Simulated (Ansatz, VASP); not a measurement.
## Si3F2: VASP beside Ansatz

```
Si F
1.0
     3.74488    0.00000    0.00000
    -1.87244    3.24316    0.00000
     0.00000    0.00000    9.12421
Si F
3 2
Cartesian
  0.0000 0.0000 0.0000
  0.0000 2.1621 4.8521
  1.8724 1.0811 4.2721
  0.0000 2.1621 0.7744
  1.8724 1.0811 8.3498
```

Alike in both runs: functional PBE; k mesh 6 × 6 × 4; occupations gaussian, width 0.1 eV; no spin polarisation.

Ansatz relaxed the structure, and its values are those at the end. VASP's run is a single point on that final structure, the one shown.

|  | VASP | Ansatz |
| --- | --- | --- |
| version | VASP 6.6.1 | Ansatz 0.2.0 |
| potentials or method | VASP PAW PBE potentials, release 64 (Si, F), cutoff 520 eV | scalar-relativistic, plane waves, PAW |
| valence electrons in the cell | 26 | 26 |

VASP gave:

```
gap on the k mesh at the Fermi level (eV) : none
pressure (GPa)                            : 0.0
rms of the force components (eV/Å)        : 0.004
```

Task: What did Ansatz give for the same quantities?

Result: gap on the k mesh at the Fermi level (eV): none; pressure (GPa): 0.1; rms of the force components (eV/Å): 0.001.

A gap of «none» marks a metal or a gap that the smearing closes. The functional is the same, so the differences come from potentials, cutoffs and numerics.
